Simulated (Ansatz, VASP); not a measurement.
# One calculation of Cu, two programs

POSCAR

```
Cu
1.0
    2.4327328030      0.0000000000      0.0000000000
   -1.2163664015      2.1068084080      0.0000000000
    0.0000000000      0.0000000000      4.2770738400
Cu
2
Direct
    0.3333333333      0.6666666667      0.2500000000
    0.6666666667      0.3333333333      0.7500000000
```

INCAR.step1

```
PREC     = Accurate       # precision mode
ENCUT    = 520            # plane-wave cutoff, eV
ISMEAR   = 0              # smearing method
SIGMA    = 0.15           # smearing width, eV
LREAL    = False          # projectors in reciprocal space
LASPH    = True           # aspherical terms in the spheres
NELM     = 60             # most SCF steps
NBANDS   = 18             # bands
GGA      = PE             # functional
ALGO     = Normal         # electronic algorithm
EDIFF    = 1E-4           # SCF threshold, eV
LWAVE    = True           # write WAVECAR
LCHARG   = False          # write CHGCAR
```

Contents of INCAR.step2:

```
PREC     = Accurate       # precision mode
ENCUT    = 520            # plane-wave cutoff, eV
EDIFF    = 1E-6           # SCF threshold, eV
ISMEAR   = 0              # smearing method
SIGMA    = 0.15           # smearing width, eV
LREAL    = False          # projectors in reciprocal space
LASPH    = True           # aspherical terms in the spheres
NELM     = 60             # most SCF steps
ALGO     = Normal         # electronic algorithm
ISIF     = 2              # what is computed and relaxed
LWAVE    = False          # write WAVECAR
LCHARG   = True           # write CHGCAR
METAGGA  = R2SCAN         # meta-GGA
LMIXTAU  = True         
LELF     = True           # ELF
LVHAR    = True         
NBANDS   = 18             # bands
ISTART   = 1
```

The input KPOINTS:

```
regular mesh
0
Gamma
  24 24 12
```

Input for Ansatz:

```yaml
crystal:
  lattice:
    - [2.432732803, 0.0, 0.0]
    - [-1.2163664015, 2.106808408, 0.0]
    - [0.0, 0.0, 4.27707384]
  atoms:
    - { symbol: Cu, position: [0.3333333333, 0.6666666667, 0.25] }
    - { symbol: Cu, position: [0.6666666667, 0.3333333333, 0.75] }
basis:
  ecutwfc: 500
kpoints:
  mp_grid: { grid: [24, 24, 12] }
hamiltonian:
  xc: r2scan
scf:
  occupations: { method: gaussian, width: 0.15 }
output:
  forces: true
  stress: true
  eigenvalues: true
  write_density: true
  write_potential: true
  elf: true
  volumetric_format: npy
```

Change from the starting cell: strain -0.040 along x and y, +0.040 along z, atoms carried along.

Alike in both runs: task single point; functional r2SCAN; k mesh 24 × 24 × 12; occupations gaussian, width 0.15 eV; no spin polarisation.

|  | VASP | Ansatz |
| --- | --- | --- |
| version | VASP 6.6.1 | Ansatz 0.2.0 |
| potentials or method | VASP PAW PBE potentials, release 64 (Cu), cutoff 520 eV | scalar-relativistic, plane waves, PAW |
| valence electrons in the cell | 22 | 38 |

|  | VASP | Ansatz | Ansatz less VASP |
| --- | --- | --- | --- |
| gap on the k mesh at the Fermi level (eV) | none | none | - |
| pressure (GPa) | 9.7 | 9.1 | -0.64 |
| traceless stress, the component that is largest in VASP (GPa) | -11.06 | -10.98 | +0.081 |

VASP's potentials were made for PBE, not for r2SCAN. A gap of «none» marks a metal or a gap that the smearing closes. The functional is the same, so the differences come from potentials, cutoffs and numerics. VASP's potentials hold 22 valence electrons a cell and Ansatz's 38, so a difference there can come from the potentials and not from the codes.
